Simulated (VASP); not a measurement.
TaN, 2 atoms in the cell. The structure is hexagonal, space group P-6m2 (No. 187). The conventional cell has a = 2.820 Å, b = 2.820 Å, c = 2.792 Å, α = 90.00°, β = 90.00°, γ = 120.00°. Within 2.9 Å of Ta (site symmetry -6m2) lie 6 N at 2.14 Å and 8 Ta at 2.79 to 2.82 Å. Within 2.9 Å of N (site symmetry -6m2) lie 6 Ta at 2.14 Å and 8 N at 2.79 to 2.82 Å. 

```yaml
Program: VASP 6.6.1
Task: single point
Functional: PBE
Potentials_or_basis: VASP PAW PBE potentials, release 64 (Ta_pv, N)
Cutoff: 600 eV
k_mesh: 18 × 18 × 14
Occupations: gaussian, width 0.1 eV
Spin: no spin polarisation
Dipole_correction: no
Further_INCAR_settings: ALGO = Normal; EDIFF = 1e-06; NBANDS = 15
```

Potentials or basis: VASP PAW PBE potentials, release 64 (Ta_pv, N).

Command:

```sh
$ cat potpaw_PBE.64/Ta_pv/POTCAR potpaw_PBE.64/N/POTCAR > POTCAR
$ mpirun -np 1 vasp_std > vasp.out
```

Hardware: 1 thread of Intel Xeon 8259CL (shared host).

Task: How long does it take, and how much memory?

Result: Wall time 100 s on 1 thread of Intel Xeon 8259CL, with other jobs on the host, peak memory 0.23 GiB. Counts: scf iterations 13, k points 296.
